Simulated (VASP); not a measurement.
Wanted: the native input for a VASP 6.6.1 run.

| Property | Result |
| --- | --- |
| Task | relaxation of cell and atoms |
| Functional | PBEsol |
| Potentials or basis | VASP PAW PBE potentials, release 64 (Ti_sv, Si) |
| Cutoff | 600 eV |
| k mesh | 12 × 12 × 12 |
| Occupations | fermi-dirac, width 0.05 eV |
| Spin | no spin polarisation |
| Target pressure | 5 GPa |
| Dipole correction | no |
| Further INCAR settings | ALGO = Normal; EDIFF = 1e-06; IBRION = 2; EDIFFG = -0.01; NSW = 60; ISIF = 3 |

The structure of TiSi2 lies in POSCAR:

```
TiSi2
1.0
   -1.4728720000      1.7121300000      4.2120830000
    1.4728720000     -1.7121300000      4.2120830000
    1.4728720000      1.7121300000     -4.2120830000
Ti Si
1 2
Direct
    0.0000000000      0.0000000000      0.0000000000
    0.6700780000      0.6700780000      0.0000000000
    0.3299220000      0.3299220000      0.0000000000
```

The input as run:

INCAR

```
  PREC = Accurate
  ENCUT = 600
  EDIFF = 1E-6
  ISMEAR = -1
  SIGMA = 0.05
  LREAL = False
  LASPH = True
  NELM = 100
  ALGO = Normal
  ISIF = 3
  LWAVE = False
  LCHARG = False
  GGA = PS
  IBRION = 2
  NSW = 60
  EDIFFG = -0.01
  PSTRESS = 50.0
```

KPOINTS

```
Automatic mesh
0
Gamma
  12 12 12
```

Potentials or basis: VASP PAW PBE potentials, release 64 (Ti_sv, Si).

Run with:

```bash
$ cat potpaw_PBE.64/Ti_sv/POTCAR potpaw_PBE.64/Si/POTCAR > POTCAR
$ mpirun -np 1 vasp_std > vasp.out
```

It gave:

* Relaxed volume: 13.38 Å³/atom
* Relaxed cell: a = 4.684 Å, b = 4.684 Å, c = 4.684 Å, α = 144.05°, β = 137.90°, γ = 56.52°
* Space group after relaxing (to 0.1 Å): Immm (No. 71)
* Energy change on relaxing (the run minimises the enthalpy): +2.7 meV/atom
* Ionic steps: 6
* Pressure after relaxing: 5.1 GPa
* Largest force after relaxing: 0.003 eV/Å
* Band gap on the k mesh: zero (bands 10 and 11 overlap by 2.49 eV)

Caveat: the cell is relaxed towards a set pressure, so the run minimises the enthalpy, not the energy; the PAW data sets were made with another functional, which shifts forces and pressure a little.

Wall time 9.7 min on 1 thread of Intel(R) Xeon(R) 6975P-C (Granite Rapids), on a shared host, peak memory 0.4 GiB.
